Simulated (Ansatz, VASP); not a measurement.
One calculation of Mg3PN, two programs

Contents of INCAR:

```
SYSTEM = Mg3PN
ALGO     = Normal         ! electronic algorithm
EDIFF    = 1E-6           ! SCF threshold, eV
ENCUT    = 600            ! plane-wave cutoff, eV
GGA      = PE             ! functional
GGA_COMPAT= .False.      
ISIF     = 2              ! what is computed and relaxed
ISMEAR   = 0              ! smearing method
LASPH    = .True.         ! aspherical terms in the spheres
LCHARG   = .False.        ! write CHGCAR
LREAL    = .False.        ! projectors in reciprocal space
LWAVE    = .False.        ! write WAVECAR
NBANDS   = 16             ! bands
NELM     = 120            ! most SCF steps
PREC     = Accurate       ! precision mode
SIGMA    = 0.05           ! smearing width, eV
```

File KPOINTS:

```
k-points
0
Gamma
  4 4 4
  0 0 0
```

The input POSCAR:

```
Mg3PN
1.0
    4.4400000000      0.0000000000      0.0000000000
    0.0000000000      4.4400000000      0.0000000000
    0.0000000000      0.0000000000      4.4400000000
P N Mg
1 1 3
Direct
    0.0000000000      0.0000000000      0.0000000000
    0.5000000000      0.5000000000      0.5000000000
    0.5000000000      0.5000000000      0.0000000000
    0.5000000000      0.0000000000      0.5000000000
    0.0000000000      0.5000000000      0.5000000000
```

Input for Ansatz:

```yaml
crystal:
  lattice:
    - [4.44, 0.0, 0.0]
    - [0.0, 4.44, 0.0]
    - [0.0, 0.0, 4.44]
  atoms:
    - { symbol: P, position: [0.0, 0.0, 0.0] }
    - { symbol: "N", position: [0.5, 0.5, 0.5] }
    - { symbol: Mg, position: [0.5, 0.5, 0.0] }
    - { symbol: Mg, position: [0.5, 0.0, 0.5] }
    - { symbol: Mg, position: [0.0, 0.5, 0.5] }
basis:
  ecutwfc: 420
kpoints:
  mp_grid: { grid: [4, 4, 4] }
hamiltonian:
  xc: pbe
scf:
  occupations: { method: gaussian, width: 0.05 }
output:
  forces: true
  stress: true
  eigenvalues: true
```

Alike in both runs: task single point; functional PBE; k mesh 4 × 4 × 4; occupations gaussian, width 0.05 eV; no spin polarisation.

```csv
,VASP,Ansatz
version,VASP 6.6.1,Ansatz 0.2.0
potentials or method,"VASP PAW PBE potentials, release 64 (P, N, Mg), cutoff 600 eV","scalar-relativistic, plane waves, PAW"
valence electrons in the cell,16,40
```

```csv
,VASP,Ansatz,Ansatz less VASP
gap on the k mesh at the Fermi level (eV),0.61,0.63,+0.011
least direct gap on the mesh (eV),0.61,0.63,+0.011
pressure (GPa),-11.7,-11.4,+0.30
```

VASP's potentials hold 16 valence electrons a cell and Ansatz's 40, so a difference there can come from the potentials and not from the codes.
